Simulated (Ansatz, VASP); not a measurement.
S: VASP beside Ansatz

```xyz
6
Lattice="5.3830 3.1079 1.4083 -5.3830 3.1079 1.4083 0.0000 -6.2158 1.4083" Properties=species:S:1:pos:R:3 pbc="T T T"
S     1.2569    1.3752    1.6646
S    -1.8195    0.4009    1.6646
S     0.5625   -1.7762    1.6646
S    -1.2569   -1.3752    2.5603
S     1.8195   -0.4009    2.5603
S    -0.5625    1.7762    2.5603
```

Alike in both runs: task relaxation of cell and atoms; functional BLYP; k mesh 5 × 5 × 5; occupations fermi-dirac, width 0.05 eV; no spin polarisation.

|  | VASP | Ansatz |
| --- | --- | --- |
| version | VASP 6.6.1 | Ansatz 0.2.0 |
| potentials or method | VASP PAW PBE potentials, release 64 (S), cutoff 600 eV | plane waves (420 eV) with PAW, scalar-relativistic |
| valence electrons in the cell | 36 | 36 |

```csv
,VASP,Ansatz,Ansatz less VASP
"gap on the k mesh at the Fermi level, each at its own relaxed structure (eV)",2.50,2.60,+0.100
relaxed volume (Å³/atom),43.88,73.11,+29.230
relaxed length of the cell vector where the two differ most in proportion (Å),7.337,8.733,+1.3954
```

VASP's potentials were made for PBE, not for BLYP. One of these differences is far larger than is usual between the two programs; its cause wasn't traced. Ansatz's warnings: xc potential rough in thin density.

Noted on VASP's run: the volume moved by over 15 % at a fixed basis, so the end points are rough.
